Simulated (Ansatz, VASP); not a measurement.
# One calculation of Ca3CdF8, two programs

```
Cd F Ca
1.0
     3.83949   -5.42681    0.00000
     3.83949    5.42681    0.00000
     0.00000    0.00000    3.83514
Cd F Ca
1 8 3
Direct
  0.00000 0.00000 0.00000
  0.37463 0.62537 0.50000
  0.12434 0.87566 0.50000
  0.87571 0.62615 0.00000
  0.62615 0.87571 0.00000
  0.37385 0.12429 0.00000
  0.12429 0.37385 0.00000
  0.87566 0.12434 0.50000
  0.62537 0.37463 0.50000
  0.50000 0.00000 0.50000
  0.00000 0.50000 0.50000
  0.50000 0.50000 0.00000
```

Alike in both runs: task single point; functional PBE; k mesh 4 × 4 × 6; occupations fermi-dirac, width 0.02 eV; no spin polarisation.

|  | VASP | Ansatz |
| --- | --- | --- |
| version | VASP 6.6.1 | Ansatz 0.2.0 |
| potentials or method | VASP PAW PBE potentials, release 64 (Cd, F, Ca_sv) | plane waves, PAW |
| plane-wave cutoff (eV) | 520 | 420 |
| valence electrons in the cell | 98 | 106 |

Ansatz gave:

| Item | Value |
| --- | --- |
| gap on the k mesh at the Fermi level (eV) | 5.33 |
| pressure (GPa) | 3.9 |
| rms of the force components (eV/Å) | 0.033 |

What did VASP give for the same quantities?

gap on the k mesh at the Fermi level (eV): 5.30; pressure (GPa): 4.3; rms of the force components (eV/Å): 0.039.

VASP's potentials hold 98 valence electrons a cell and Ansatz's 106, so a difference there can come from the potentials and not from the codes.
